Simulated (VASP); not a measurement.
Input of a VASP 6.6.1 run:

The input INCAR:

```
SYSTEM = SrCd
  PREC = Accurate
  ENCUT = 520
  EDIFF = 1E-7
  ISMEAR = 0
  SIGMA = 0.1
  LREAL = .FALSE.
  LASPH = .TRUE.
  NELM = 100
  ALGO = Normal
  ISIF = 2
  LWAVE = .FALSE.
  LCHARG = .TRUE.
  LDIPOL = .TRUE.
  IDIPOL = 3
  DIPOL = 0.5 0.5 0.305
  GGA = PE
  LELF = .TRUE.
  LVHAR = .TRUE.
  LVACPOTAV = .TRUE.
  NBANDS = 18
```

File KPOINTS:

```
Automatic mesh
0
G
  4 4 1
  0 0 0
```

POSCAR

```
SrCd
1.0
    3.8687648670      0.0000000000      0.0000000000
    0.0000000000      3.8687648670      0.0000000000
    0.0000000000      0.0000000000     27.8356300000
Sr Cd
1 1
Direct
    0.5000000000      0.5000000000      0.3439132527
    0.0000000000      0.0000000000      0.2668147962
```

Potentials or basis: VASP PAW PBE potentials, release 64 (Sr_sv, Cd).

Run with:

```bash
$ cat potpaw_PBE.64/Sr_sv/POTCAR potpaw_PBE.64/Cd/POTCAR > POTCAR
$ mpirun -np 1 vasp_std > vasp.out
```

(1) Predict the largest force.

(2) Estimate the band gap on the k mesh.

Results:

(1) 0.032 eV/Å.

(2) zero (filled and empty bands touch).

Caveat: the k points lie up to 0.41 Å⁻¹ apart.
